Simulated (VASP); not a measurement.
Runs of VASP 6.6.1 on NaCl. The structure is that of space group Pm-3m (No. 221), or close to it. The cells are those of the table. 

| task | cell | cutoff (eV) | gap on the mesh (eV) | pressure (GPa) |
| --- | --- | --- | --- | --- |
| single point | a = 2.946, b = 2.946, c = 2.860 Å, 2 atoms | 500 | 4.36 | (b) |
| electric field gradients | a = 2.860 Å, angles 89.4°, 2 atoms | 400 | 4.42 | 64.9 |
| electric field gradients | a = 2.946, b = 2.946, c = 2.860 Å, 2 atoms | 400 | 4.36 | (a) |
| electric field gradients | a = 2.803, b = 2.803, c = 2.860 Å, 2 atoms | 400 | 4.15 | 76.0 |
| single point | a = 2.803, b = 2.803, c = 2.860 Å, 2 atoms | 500 | 4.15 | 76.2 |

Alike in all rows: level PBE; potentials or basis VASP PAW PBE potentials, release 64 (Na_pv, Cl); no spin polarisation; k mesh 8 × 8 × 8; smearing fermi-dirac 0.02 eV.

Problem. Fill in the values left out.

Solution. (a) 51.2; (b) 51.4.

Caveats: the stress differs along the axes, from 49 to 56 GPa (at least some runs); the stress differs along the axes, from 72 to 78 GPa (at least some runs); the cell stands under pressure (at least some runs).

A k mesh can miss the band edges.
